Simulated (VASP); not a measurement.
# AlN (P6_3mc) in VASP: further runs

The runs below take AlN through single point, with PBEsol.

Everything below comes from runs of VASP 6.6.1. Logs are shortened: lines on timing, memory, paths and dates and some standing lists are left out, and cuts for length are marked.

**Experimental background.**

From “Self-assembly of well-separated AlN nanowires directly on sputtered metallic TiN films”, 2019, arxiv:1910.07391, for a bulk crystal of AlN at 10 K: band gap 6.034 eV (an exciton energy, a little under the gap).

From “Structural and optical properties of self-assembled AlN nanowires grown on SiO2/Si substrates by molecular beam epitaxy”, 2024, arxiv:2402.00216, for a bulk crystal of AlN at 0 K: band gap 6.0343 eV (an exciton energy, a little under the gap).

The results are compared with them further down.

## (1) The cell of the first run

It takes space group P6_3mc (No. 186, hexagonal). The conventional cell has a = 3.111 Å, b = 3.111 Å, c = 4.978 Å, α = 90.00°, β = 90.00°, γ = 120.00°. Al (site symmetry 3m) has 4 N at 1.89 to 1.92 Å within 2.5 Å. N (site symmetry 3m) has 4 Al at 1.89 to 1.92 Å within 2.5 Å.

## (2) Single point, PBEsol

INCAR

```
PREC = Accurate
ENCUT = 520
EDIFF = 1E-6
ISMEAR = 0
SIGMA = 0.1
LREAL = False
LASPH = True
NELM = 60
ALGO = Normal
ISIF = 2
LWAVE = False
LCHARG = False
GGA = PS
NBANDS = 16
```

KPOINTS

```
Automatic mesh
0
Gamma
  6 6 4
```

POSCAR

```
AlN
1.0
    3.1110021516      0.0000000000      0.0000000000
   -1.5555010758      2.6942068945      0.0000000000
    0.0000000000      0.0000000000      4.9780000000
Al N
2 2
Direct
    0.3333333333      0.6666666667      0.0000000000
    0.6666666667      0.3333333333      0.5000000000
    0.3333333333      0.6666666667      0.3850000000
    0.6666666667      0.3333333333      0.8850000000
```

Potentials or basis: VASP PAW PBE potentials, release 64 (Al, N).

Launch:

```
$ cat potpaw_PBE.64/Al/POTCAR potpaw_PBE.64/N/POTCAR > POTCAR
$ mpirun -np 1 vasp_std > vasp.out
```

OUTCAR:

```text
PREC = Accurate
   ENCUT = 520
   EDIFF = 1E-6
   ISMEAR = 0
   LREAL = False
   LASPH = True
   NELM = 60
   ISIF = 2
   GGA = PS

 ion  position               nearest neighbor table
   1  0.333  0.667  0.000-   4 1.89   4 1.89   4 1.89   3 1.92   2 3.07   2 3.07   2 3.07   2 3.07
                             2 3.07   2 3.07
   2  0.667  0.333  0.500-   3 1.89   3 1.89   3 1.89   4 1.92   1 3.07   1 3.07   1 3.07   1 3.07
                             1 3.07   1 3.07
   3  0.333  0.667  0.385-   2 1.89   2 1.89   2 1.89   1 1.92
   4  0.667  0.333  0.885-   1 1.89   1 1.89   1 1.89   2 1.92

  LATTYP: Found a hexagonal cell.
 ALAT       =     3.1110021516
 C/A-ratio  =     1.6001274694

  Lattice vectors:

 A1 = (   3.1110021516,   0.0000000000,   0.0000000000)
 A2 = (  -1.5555010758,   2.6942068945,   0.0000000000)
 A3 = (   0.0000000000,   0.0000000000,   4.9780000000)

Analysis of symmetry for initial positions (statically):
=====================================================================
 Subroutine PRICEL returns:
 Original cell was already a primitive cell.

 Routine SETGRP: Setting up the symmetry group for a
 hexagonal supercell.

 Subroutine GETGRP returns: Found 12 space group operations
 (whereof  6 operations were pure point group operations)
 out of a pool of 24 trial point group operations.

The static configuration has the point symmetry C_3v.
 The point group associated with its full space group is C_6v.

Analysis of symmetry for dynamics (positions and initial velocities):
=====================================================================
 Subroutine PRICEL returns:
 Original cell was already a primitive cell.

 Routine SETGRP: Setting up the symmetry group for a
 hexagonal supercell.

 Subroutine GETGRP returns: Found 12 space group operations
 (whereof  6 operations were pure point group operations)
 out of a pool of 24 trial point group operations.

The dynamic configuration has the point symmetry C_3v.
 The point group associated with its full space group is C_6v.

 Subroutine INISYM returns: Found 12 space group operations
 (whereof  6 operations are pure point group operations),
 and found     1 'primitive' translations

----------------------------------------------------------------------------------------

                                     Primitive cell

  volume of cell :      41.7240

  direct lattice vectors                    reciprocal lattice vectors
     3.111002152  0.000000000  0.000000000     0.321439829  0.185583372  0.000000000
    -1.555501076  2.694206895  0.000000000     0.000000000  0.371166744  0.000000000
     0.000000000  0.000000000  4.978000000     0.000000000  0.000000000  0.200883889

  length of vectors
     3.111002152  3.111002152  4.978000000     0.371166744  0.371166744  0.200883889

  position of ions in fractional coordinates (direct lattice)
     0.333333333  0.666666667  0.000000000
     0.666666667  0.333333333  0.500000000
     0.333333333  0.666666667  0.385000000
     0.666666667  0.333333333  0.885000000

  ion indices of the primitive-cell ions
   primitive index   ion index
                 1           1
                 2           2
                 3           3
                 4           4

----------------------------------------------------------------------------------------

 KPOINTS: Automatic mesh

Automatic generation of k-mesh.
 Grid dimensions read from file:
 generate k-points for:    6    6    4

 Generating k-lattice:

  Cartesian coordinates                     Fractional coordinates (reciprocal lattice)
     0.053573305  0.030930562  0.000000000     0.166666667  0.000000000  0.000000000
     0.000000000  0.061861124  0.000000000     0.000000000  0.166666667  0.000000000
     0.000000000  0.000000000  0.050220972     0.000000000  0.000000000  0.250000000

  Length of vectors
     0.061861124  0.061861124  0.050220972

  Shift w.r.t. Gamma in fractional coordinates (k-lattice)
     0.000000000  0.000000000  0.000000000

 Subroutine IBZKPT returns following result:
 ===========================================

 Found     21 irreducible k-points:

 Following reciprocal coordinates:
            Coordinates               Weight
  0.000000  0.000000  0.000000      1.000000
  0.166667  0.000000  0.000000      6.000000
  0.333333  0.000000  0.000000      6.000000
  0.500000  0.000000  0.000000      3.000000
  0.166667  0.166667  0.000000      6.000000
  0.333333  0.166667  0.000000     12.000000
[... 13 lines left out ...]
  0.333333  0.166667  0.500000     12.000000
  0.333333  0.333333  0.500000      2.000000
   k-points           NKPTS =     21   k-points in BZ     NKDIM =     21   number of bands    NBANDS=     16
   number of dos      NEDOS =    301   number of ions     NIONS =      4
   total plane-waves  NPLWV =  23040
   dimension x,y,z NGX =    24 NGY =   24 NGZ =   40
   dimension x,y,z NGXF=    48 NGYF=   48 NGZF=   80
   ions per type =               2   2
   NGX,Y,Z   is equivalent  to a cutoff of  12.83, 12.83, 13.36 a.u.
   NGXF,Y,Z  is equivalent  to a cutoff of  25.65, 25.65, 26.72 a.u.
 SYSTEM =  unknown system
   PREC   = accura    normal or accurate (medium, high low for compatibility)
   ISTART =      0    job   : 0-new  1-cont  2-samecut
   ICHARG =      2    charge: 1-file 2-atom 10-const
   ISPIN  =      1    spin polarized calculation?
   LNONCOLLINEAR =      F non collinear calculations
   LSORBIT =      F    spin-orbit coupling
   LASPH  =      T    aspherical Exc in radial PAW
   ENCUT  =  520.0 eV  38.22 Ry    6.18 a.u.   5.78  5.78  9.26*2*pi/ulx,y,z
   NELM   =     60;   NELMIN=  2; NELMDL= -5     # of ELM steps
   EDIFF  = 0.1E-05   stopping-criterion for ELM
   LREAL  =      F    real-space projection
   EDIFFG = 0.1E-04   stopping-criterion for IOM
   NSW    =      0    number of steps for IOM
   IBRION =     -1    ionic relax: 0-MD 1-quasi-New 2-CG
   NFREE  =      0    steps in history (QN), initial steepest desc. (CG)
   ISIF   =      2    stress and relaxation
   ISYM   =      2    0-nonsym 1-usesym 2-fastsym
   POTIM  = 0.5000    time-step for ionic-motion
   TEBEG  =    0.0;   TEEND  =   0.0 temperature during run
   PSTRESS=    0.0 pullay stress
   NELECT =      16.0000    total number of electrons
   NUPDOWN=      -1.0000    fix difference up-down
   EMIN   =  10.00;   EMAX   =-10.00  energy-range for DOS
   EFERMI =   0.00;   METHOD = LEGACY
   ISMEAR =     0;   SIGMA  =   0.10  broadening in eV -4-tet -1-fermi 0-gaus
   EFERMI_NEDOS =   21; number of points for ismear=-14 and -15
   IALGO  =     38    algorithm
   IMIX   =      4    mixing-type and parameters
     AMIX     =   0.40;   BMIX     =  1.00
     AMIX_MAG =   1.60;   BMIX_MAG =  1.00
  volume/ion in A,a.u.               =      10.43        70.39
  Fermi-wavevector in a.u.,A,eV,Ry     =   1.189377  2.247596 19.247033  1.414617
  Thomas-Fermi vector in A             =   2.325485
   LORBIT       =      0    0 simple, 1 ext, 2 COOP (PROOUT), +10 PAW based schemes
   GGA     = PS    functional components
   LHFCALC =     F    Hartree Fock is set to
   AEXX    =    0.0000 exact exchange contribution
   IVDW    =     0    specifies the selected vdW correction
   LEPSILON=     F    determine dielectric tensor
   LRPA    =     F    only Hartree local field effects (RPA)
 non-spin polarized calculation
 Gauss-broadening in eV      SIGMA  =   0.10
  energy-cutoff  :      520.00
  volume of cell :       41.72
 maximum number of plane-waves:      1152
 NGX is ok and might be reduce to    24
   NGX = 11   NGY = 11   NGZ = 19

 number of electron      15.9999998 magnetization

 Free energy of the ion-electron system (eV)
  ---------------------------------------------------
  ext. energy  EPLUGINS =         0.00000000
  ---------------------------------------------------
  free energy    TOTEN  =       -31.30811524 eV

  energy without entropy =      -31.30811524  energy(sigma->0) =      -31.30811524

 E-fermi :   6.6130     XC(G=0): -11.1119

 val. band max:        6.1286965377   @ k =   0.0000   0.0000   0.0000
 cond. band min:      10.2184077441   @ k =   0.0000   0.0000   0.0000
 fundamental gap:      4.0897112064
 Fermi energy:         6.6129836409

 k-point     1 :       0.0000    0.0000    0.0000
  band No.  band energies     occupation
      1      -9.0999      2.00000
      2      -6.9122      2.00000
      3       0.0328      2.00000
      4       5.1786      2.00000
      5       5.1786      2.00000
      6       5.8344      2.00000
[... 8 lines left out ...]
     15      19.1016      0.00000
     16      19.1016      0.00000

 k-point     2 :       0.1667    0.0000    0.0000
  band No.  band energies     occupation
      1      -8.7487      2.00000
      2      -6.7209      2.00000
      3       0.4522      2.00000
      4       3.7496      2.00000
      5       4.5429      2.00000
      6       4.7841      2.00000
[... 8 lines left out ...]
     15      18.3318      0.00000
     16      18.7715      0.00000

 k-point     3 :       0.3333    0.0000    0.0000
  band No.  band energies     occupation
      1      -7.8391      2.00000
      2      -6.3814      2.00000
      3       1.5166      2.00000
      4       1.6097      2.00000
      5       2.7103      2.00000
      6       4.1920      2.00000
[... 8 lines left out ...]
     15      18.0660      0.00000
     16      20.3537      0.00000

 k-point     4 :       0.5000    0.0000    0.0000
  band No.  band energies     occupation
      1      -7.0978      2.00000
      2      -6.3905      2.00000
      3       0.5577      2.00000
      4       1.8611      2.00000
      5       2.7154      2.00000
      6       3.9455      2.00000
[... 8 lines left out ...]
     15      18.7366      0.00000
     16      21.0628      0.00000
[... 267 lines left out ...]
 k-point    19 :       0.1667    0.1667    0.5000
  band No.  band energies     occupation
      1      -7.3760      2.00000
      2      -7.3760      2.00000
      3       1.8268      2.00000
      4       1.8268      2.00000
      5       4.2107      2.00000
      6       4.2107      2.00000
[... 8 lines left out ...]
     15      18.9104      0.00000
     16      18.9104      0.00000

 k-point    20 :       0.3333    0.1667    0.5000
  band No.  band energies     occupation
      1      -6.7379      2.00000
      2      -6.7379      2.00000
      3       0.8630      2.00000
      4       0.8630      2.00000
      5       3.4006      2.00000
      6       3.4006      2.00000
[... 8 lines left out ...]
     15      19.4148      0.00000
     16      19.4148      0.00000

 k-point    21 :       0.3333    0.3333    0.5000
  band No.  band energies     occupation
      1      -6.5066      2.00000
      2      -6.5066      2.00000
      3       1.1936      2.00000
      4       1.1936      2.00000
      5       2.1391      2.00000
      6       2.1391      2.00000
[... 8 lines left out ...]
     15      19.7258      0.00000
     16      19.7258      0.00000

------------------------ aborting loop because EDIFF is reached ----------------------------------------

  FORCE on cell =-STRESS in cart. coord.  units (eV):
  Direction    XX          YY          ZZ          XY          YZ          ZX
  --------------------------------------------------------------------------------------
  -------------------------------------------------------------------------------------
  Total        0.3055637      0.3055637     -0.2206118      0.0000000      0.0000000      0.0000000
  in kB       11.7334642     11.7334642     -8.4713613      0.0000000      0.0000000      0.0000000
  external PRESSURE =       4.9985224 kB  Pullay stress =       0.0000000 kB

 VOLUME and BASIS-vectors are now :
 -----------------------------------------------------------------------------
  energy-cutoff  :      520.00
  volume of cell :       41.72
      direct lattice vectors                 reciprocal lattice vectors
     3.111002152  0.000000000  0.000000000     0.321439829  0.185583372  0.000000000
    -1.555501076  2.694206895  0.000000000     0.000000000  0.371166744  0.000000000
     0.000000000  0.000000000  4.978000000     0.000000000  0.000000000  0.200883889

 POSITION                                       TOTAL-FORCE (eV/Angst)
 -----------------------------------------------------------------------------------
     -0.00000      1.79614      0.00000        -0.000000     -0.000000      0.176782
      1.55550      0.89807      2.48900        -0.000000      0.000000      0.176782
     -0.00000      1.79614      1.91653         0.000000     -0.000000     -0.176782
      1.55550      0.89807      4.40553        -0.000000      0.000000     -0.176782
 -----------------------------------------------------------------------------------
    total drift:                               -0.000000      0.000000      0.000760

  FREE ENERGIE OF THE ION-ELECTRON SYSTEM (eV)
  ---------------------------------------------------
  free  energy   TOTEN  =       -31.3081152432 eV

  energy  without entropy=      -31.3081152432  energy(sigma->0) =      -31.30811524
```

Run time: 5 s. Hardware: 1 thread of Intel Xeon 6975P-C (Granite Rapids), shared host; peak memory 0.15 GiB.

Results:

```
Free energy            : -31.3081 eV
Pressure               : 0.5 GPa
Largest force          : 0.177 eV/Å
Band gap on the k mesh : 4.09 eV, direct
```

Forces in eV/Å, atoms in the order of the input:
```
Al   0.000  0.000  0.177
Al   0.000  0.000  0.177
N    0.000  0.000 -0.177
N    0.000  0.000 -0.177
```

Caveat: the PAW data sets were made with another functional, which shifts forces and pressure a little.

## (3) Single point, PBEsol

This run uses another cell than the first one, of 10.46 Å³/atom, 1.003 times its volume.

INCAR

```
SYSTEM = AlN
  PREC = Accurate
  ENCUT = 600
  EDIFF = 1E-6
  ISMEAR = 0
  SIGMA = 0.05
  LREAL = .FALSE.
  LASPH = .TRUE.
  NELM = 120
  ALGO = Normal
  ISIF = 2
  LWAVE = .FALSE.
  LCHARG = .FALSE.
  GGA = PS
  NBANDS = 16
  GGA_COMPAT = .FALSE.
```

KPOINTS

```
regular mesh
0
G
  12 12 6
  0 0 0
```

POSCAR

```
AlN
1.0
    3.1136926464      0.0000000000      0.0000000000
   -1.5568463232      2.6965369313      0.0000000000
    0.0000000000      0.0000000000      4.9834165464
Al N
2 2
Direct
    0.3333333333      0.6666666667      0.0015080761
    0.6666666667      0.3333333333      0.5015080761
    0.3333333333      0.6666666667      0.3834919239
    0.6666666667      0.3333333333      0.8834919239
```

Potentials or basis: VASP PAW PBE potentials, release 64 (Al, N).

Launch:

```
$ cat potpaw_PBE.64/Al/POTCAR potpaw_PBE.64/N/POTCAR > POTCAR
$ mpirun -np 1 vasp_std > vasp.out
```

Wall time 38 s (1 thread of Intel Xeon Platinum 8375C at 2.90GHz (Ice Lake), shared host); peak memory 0.2 GiB.

It converged, with:

- Free energy: -31.3157 eV
- Pressure: -0.2 GPa
- Band gap on the k mesh: 4.11 eV, direct

Levels at points of the mesh, in eV from the valence-band top:
```csv
k point,band 4,band 5,band 6,band 7,band 8,band 9,band 10,band 11,band 12,band 13
"(0.00, 0.00, 0.00)",-0.88,-0.88,-0.22,-0.22,0.00,4.11,6.55,10.49,11.02,11.02
"(0.50, 0.00, 0.00)",-4.20,-3.38,-2.11,-1.81,-0.70,5.66,5.67,8.07,10.15,10.78
"(0.00, 0.00, 0.50)",-3.36,-0.56,-0.56,-0.56,-0.56,6.37,6.37,10.20,10.20,11.34
"(0.50, 0.00, 0.50)",-5.66,-1.49,-1.49,-1.38,-1.38,5.17,5.17,9.12,9.12,11.71
```

Caveat: the PAW data sets were made with another functional, which shifts forces and pressure a little.

## (4) Against experiment

Step 2. Against the measured gap of AlN, 6.034 eV (an exciton energy, a little under the gap; 10 K; quoted in “Self-assembly of well-separated AlN nanowires directly on sputtered metallic TiN films”, 2019, arxiv:1910.07391), the calculated 4.09 eV is off by -1.94 eV. 2 values of this kind are on record (6.034 to 6.0343 eV); this one was drawn at random. The value is that of PBEsol, without temperature or zero-point motion. Semilocal functionals fall short of measured gaps as a rule.

Step 3. A measured gap of AlN is 6.0343 eV (an exciton energy, a little under the gap; 0 K; quoted in “Structural and optical properties of self-assembled AlN nanowires grown on SiO2/Si substrates by molecular beam epitaxy”, 2024, arxiv:2402.00216); the calculated 4.11 eV misses it by -1.92 eV. 2 values of this kind are on record (6.034 to 6.0343 eV); this one was drawn at random. The value is that of PBEsol on a finite k mesh, which can miss the band edges, without temperature or zero-point motion. Semilocal functionals fall short of measured gaps as a rule.
